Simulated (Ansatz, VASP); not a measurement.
**LaNb2O2 in VASP and in Ansatz**

The input INCAR:

```
SYSTEM = LaNb2O2
ALGO     = Normal         ! electronic algorithm
EDIFF    = 1E-7           ! SCF threshold, eV
EDIFFG   = -0.04          ! ionic threshold
ENCUT    = 600            ! plane-wave cutoff, eV
GGA      = PE             ! functional
IBRION   = 2              ! ionic algorithm
ISIF     = 3              ! what is computed and relaxed
ISMEAR   = 0              ! smearing method
LASPH    = .TRUE.         ! aspherical terms in the spheres
LCHARG   = .FALSE.        ! write CHGCAR
LREAL    = .FALSE.        ! projectors in reciprocal space
LWAVE    = .FALSE.        ! write WAVECAR
NELM     = 80             ! most SCF steps
NSW      = 90             ! ionic steps
PREC     = Accurate       ! precision mode
SIGMA    = 0.1            ! smearing width, eV
```

KPOINTS

```
k-points
0
G
  4 4 4
  0 0 0
```

File POSCAR:

```
LaNb2O2
1.0
    4.0373881200      0.0000000000      0.0000000000
    0.0000000000      4.0373881200      0.0000000000
    0.0000000000      0.0000000000      5.4765981100
La Nb O
1 2 2
Direct
    0.0000000000      0.0000000000      0.0000000000
    0.0000000000      0.5000000000      0.5000000000
    0.5000000000      0.0000000000      0.5000000000
    0.5000000000      0.5000000000      0.2399999900
    0.5000000000      0.5000000000      0.7600000100
```

Input for Ansatz:

```yaml
crystal:
  lattice:
    - [4.03738812, 0.0, 0.0]
    - [0.0, 4.03738812, 0.0]
    - [0.0, 0.0, 5.47659811]
  atoms:
    - { symbol: La, position: [0.0, 0.0, 0.0] }
    - { symbol: Nb, position: [0.0, 0.5, 0.5] }
    - { symbol: Nb, position: [0.5, 0.0, 0.5] }
    - { symbol: O, position: [0.5, 0.5, 0.23999999] }
    - { symbol: O, position: [0.5, 0.5, 0.76000001] }
basis:
  ecutwfc: 420
kpoints:
  mp_grid: { grid: [4, 4, 4] }
hamiltonian:
  xc: pbe
scf:
  occupations: { method: gaussian, width: 0.1 }
  lower_state_search: "off"
output:
  forces: true
  stress: true
  eigenvalues: true
relax:
  adjacent_minimum: "off"
  f_tol: 0.04
  max_steps: 70
  cell: { stress_tol: 0.4 }
```

Change from the starting cell: species swapped into the CeMg2Si2 type (P4/mmm, No. 123).

Alike in both runs: task relaxation of cell and atoms; functional PBE; k mesh 4 × 4 × 4; occupations gaussian, width 0.1 eV; no spin polarisation.

|  | VASP | Ansatz |
| --- | --- | --- |
| version | VASP 6.6.1 | Ansatz 0.2.0 |
| potentials or method | VASP PAW PBE potentials, release 64 (La, Nb_sv, O), cutoff 600 eV | scalar-relativistic, plane waves, PAW |
| valence electrons in the cell | 49 | 49 |

Ansatz gave:

* gap on the k mesh at the Fermi level, each at its own relaxed structure (eV): none
* relaxed volume (Å³/atom): 15.82
* relaxed cell length with the largest relative difference (Å): 5.467

Task: Estimate VASP's values.

Result: gap on the k mesh at the Fermi level, each at its own relaxed structure (eV): none; relaxed volume (Å³/atom): 15.78; relaxed cell length with the largest relative difference (Å): 5.461.

A gap of «none» marks a metal or a gap that the smearing closes.

The k mesh is coarse, so the values compare programs but aren't converged. Spin-orbit coupling is off throughout.
